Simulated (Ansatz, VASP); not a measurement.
# Two plane-wave programs on Re

Contents of INCAR:

```
SYSTEM = Re
PREC = Accurate
ENCUT = 520
EDIFF = 1E-7
ISMEAR = -1
SIGMA = 0.05
LREAL = .FALSE.
LASPH = .TRUE.
NELM = 150
ALGO = Normal
ISIF = 2
LWAVE = .FALSE.
LCHARG = .FALSE.
LNONCOLLINEAR = .TRUE.
MAGMOM = 0 0 0 0 0 0 0 0 0 0 0 0
LORBIT = 11
LSORBIT = .TRUE.
GGA_COMPAT = .FALSE.
LORBMOM = .TRUE.
LMAXMIX = 4
GGA = PS
NBANDS = 42
```

Contents of KPOINTS:

```
regular mesh
0
G
  8 8 3
  0 0 0
```

File POSCAR:

```
Re
1.0
    2.7663873939      0.0000000000      0.0000000000
   -1.3831936969      2.3957617598      0.0000000000
    0.0000000000      0.0000000000      8.9388451600
Re
4
Direct
    0.6666666667      0.3333333333      0.7500000000
    0.0000000000      0.0000000000      0.5000000000
    0.3333333333      0.6666666667      0.2500000000
    0.0000000000      0.0000000000      0.0000000000
```

File input.yaml:

```yaml
crystal:
  lattice:
    - [2.7663873939, 0.0, 0.0]
    - [-1.3831936969, 2.3957617598, 0.0]
    - [0.0, 0.0, 8.93884516]
  atoms:
    - { symbol: Re, position: [0.6666666667, 0.3333333333, 0.75] }
    - { symbol: Re, position: [0.0, 0.0, 0.5] }
    - { symbol: Re, position: [0.3333333333, 0.6666666667, 0.25] }
    - { symbol: Re, position: [0.0, 0.0, 0.0] }
hamiltonian:
  xc: pbesol
  pseudopotentials: { kind: paw_fr }
magnetization:
  noncollinear: true
  spin_orbit: true
kpoints:
  mp_grid: { grid: [8, 8, 3] }
  band_path:
    path:
      - [[0.0, 0.0, 0.0], [0.5, 0.0, 0.0], [0.3333333333, 0.3333333333, 0.0], [0.0, 0.0, 0.0], [0.0, 0.0, 0.5], [0.5, 0.0, 0.5], [0.3333333333, 0.3333333333, 0.5], [0.0, 0.0, 0.5]]
      - [[0.5, 0.0, 0.5], [0.5, 0.0, 0.0]]
      - [[0.3333333333, 0.3333333333, 0.0], [0.3333333333, 0.3333333333, 0.5]]
    npoints: 14
scf:
  occupations: { method: fermi_dirac, width: 0.05 }
  n_extra_bands: 10
output:
  forces: true
  stress: true
  eigenvalues: true
  fatbands: false
```

Alike in both runs: functional PBEsol; k mesh 8 × 8 × 3; occupations fermi-dirac, width 0.05 eV; non-collinear spin, spin-orbit coupling.

|  | VASP | Ansatz |
| --- | --- | --- |
| version | VASP 6.6.1 | Ansatz 0.2.0 |
| potentials or method | VASP PAW PBE potentials, release 64 (Re) | Ansatz PAW |
| plane-wave cutoff (eV) | 520 | 420 |
| valence electrons in the cell | 28 | 60 |
| task | single point | band structure |

|  | VASP | Ansatz | Ansatz less VASP |
| --- | --- | --- | --- |
| pressure (GPa) | -5.8 | -5.7 | +0.06 |
| traceless stress, the component that is largest in VASP (GPa) | -0.75 | -0.68 | +0.073 |
| net moment per atom (μB) | 0.00 | 0.00 | 0.000 |

VASP's potentials were made for PBE, not for PBEsol. VASP's potentials hold 28 valence electrons a cell and Ansatz's 60, so a difference there can come from the potentials and not from the codes.
